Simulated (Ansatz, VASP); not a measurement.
Li3ClO: VASP beside Ansatz

File INCAR:

```
ALGO = Normal
EDIFF = 1E-6
ENCUT = 520
GGA = CA
ISIF = 2
ISMEAR = 0
LASPH = T
LCHARG = F
LREAL = F
LWAVE = F
NBANDS = 19
NELM = 60
PREC = Accurate
SIGMA = 0.05
```

KPOINTS

```
k-points
0
Gamma
  6 6 6
```

Contents of POSCAR:

```
Li3ClO
1.0
    3.9083370000      0.0000000000      0.0000000000
    0.0000000000      3.9083370000      0.0000000000
    0.0000000000      0.0000000000      3.9083370000
Li Cl O
3 1 1
Direct
    0.0000000000      0.5000000000      0.5000000000
    0.5000000000      0.0000000000      0.5000000000
    0.5000000000      0.5000000000      0.0000000000
    0.0671641161      0.0000000000      0.0000000000
    0.5000000000      0.5000000000      0.5000000000
```

Input for Ansatz:

```yaml
crystal:
  lattice:
    - [3.908337, 0.0, 0.0]
    - [0.0, 3.908337, 0.0]
    - [0.0, 0.0, 3.908337]
  atoms:
    - { symbol: Li, position: [0.0, 0.5, 0.5] }
    - { symbol: Li, position: [0.5, 0.0, 0.5] }
    - { symbol: Li, position: [0.5, 0.5, 0.0] }
    - { symbol: Cl, position: [0.0671641161, 0.0, 0.0] }
    - { symbol: O, position: [0.5, 0.5, 0.5] }
basis:
  ecutwfc: 420
kpoints:
  mp_grid: { grid: [6, 6, 6] }
hamiltonian:
  xc: lda
scf:
  occupations: { method: gaussian, width: 0.05 }
output:
  forces: true
  stress: true
  eigenvalues: true
```

Change from the starting cell: all Cl atoms moved +0.263 Å, as atom 4 along Cartesian [1 0 0].

Alike in both runs: task single point; functional LDA; k mesh 6 × 6 × 6; occupations gaussian, width 0.05 eV; no spin polarisation.

```csv
,VASP,Ansatz
version,VASP 6.6.1,Ansatz 0.2.0
potentials or method,"VASP PAW LDA potentials, release 64 (Li_sv, Cl, O), cutoff 520 eV","scalar-relativistic, plane waves, PAW"
valence electrons in the cell,22,22
```

|  | VASP | Ansatz | Ansatz less VASP |
| --- | --- | --- | --- |
| gap on the k mesh at the Fermi level (eV) | 4.50 | 4.48 | -0.017 |
| least direct gap on the mesh (eV) | 4.61 | 4.61 | -0.003 |
| rms of the force components (eV/Å) | 0.171 | 0.170 | -0.0003 |

LDA's correlation is that of Perdew and Zunger in VASP and of Perdew and Wang (1992) in Ansatz. Atom by atom the forces differ by 0.001 eV/Å (rms over components).

Noted on VASP's run: the cutoff is under 1.25 times that of the potentials, so the pressure is a little rough.
